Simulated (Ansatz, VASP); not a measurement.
**Rb2ZrH4 in VASP and in Ansatz**

```
Rb Zr H
1.0
     4.81825    0.00000    0.00000
    -2.40912    4.17273    0.00000
     0.00000    0.00000    6.28022
Rb Zr H
2 1 4
Direct
  0.33333 0.66667 0.00000
  0.66667 0.33333 0.00000
  0.00000 0.00000 0.50000
  0.33333 0.66667 0.50000
  0.66667 0.33333 0.50000
  0.00000 0.00000 0.81840
  0.00000 0.00000 0.18160
```

Alike in both runs: functional PBE; k mesh 3 × 3 × 2; occupations gaussian, width 0.15 eV; no spin polarisation.

Ansatz relaxed the structure, and its values are those at the end. VASP's run is a single point on that final structure, the one shown.

|  | VASP | Ansatz |
| --- | --- | --- |
| version | VASP 6.6.1 | Ansatz 0.2.0 |
| potentials or method | VASP PAW PBE potentials, release 64 (Rb_sv, Zr_sv, H), cutoff 520 eV | scalar-relativistic, plane waves, PAW |
| valence electrons in the cell | 34 | 34 |

```csv
,VASP,Ansatz,Ansatz less VASP
gap on the k mesh at the Fermi level (eV),none,none,-
pressure (GPa),0.3,0.2,-0.11
rms of the force components (eV/Å),0.023,0.022,-0.0008
```

A gap of «none» marks a metal or a gap that the smearing closes. With one functional, cell and mesh, what is left measures potentials, basis and numerics.

The k mesh is coarse, so the values compare programs but aren't converged.
